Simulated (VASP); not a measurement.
SiC: single point with r2SCAN

Crystal: SiC.

```xyz
4
Lattice="3.0754 0.0000 0.0000 -1.5377 2.6633 0.0000 0.0000 0.0000 4.9234" Properties=species:S:1:pos:R:3 pbc="T T T"
Si    0.0000    1.7756   -0.0091
Si    1.5377    0.8878    2.4526
C     0.0000    1.7756    1.8553
C     1.5377    0.8878    4.3171
```

This cell differs from its parent crystal: uniaxial z strain -2.5%.

* Program: VASP 6.6.1
* Task: single point
* Functional: r2SCAN
* Potentials or basis: VASP PAW PBE potentials, release 64 (Si, C)
* Cutoff: 520 eV
* k mesh: 12 × 12 × 6
* Occupations: gaussian, width 0.01 eV
* Spin: no spin polarisation
* Dipole correction: no
* Further INCAR settings: ALGO = Normal; EDIFF = 1e-07; NBANDS = 16

```json
{"Pressure": "5.7 GPa", "Band gap on the k mesh": "2.69 eV, indirect (least direct gap 4.33 eV)"}
```

Stress tensor (GPa, compression positive):
```
 1.20  0.00  0.00
 0.00  1.20  0.00
 0.00  0.00 14.77
```

Levels at points of the mesh, in eV from the valence-band top:
```csv
k point,band 6,band 7,band 8,band 9,band 10,band 11
"(0.00, 0.00, 0.00)",-0.14,-0.14,0.00,5.11,7.06,7.06
"(0.50, 0.00, 0.00)",-3.76,-3.47,-1.33,3.00,4.83,7.57
"(0.00, 0.00, 0.50)",-0.96,-0.96,-0.96,6.35,6.35,7.76
"(0.50, 0.00, 0.50)",-2.77,-2.38,-2.38,3.78,3.78,5.93
```

It took 78 s on 1 thread of Intel(R) Xeon(R) 6975P-C (Granite Rapids) (shared host), peak memory 0.18 GiB.

Caveat: the cell differs from its parent crystal (uniaxial z strain -2.5%); the PAW data sets were made with another functional, which shifts forces and pressure a little. A k mesh can miss the band edges.
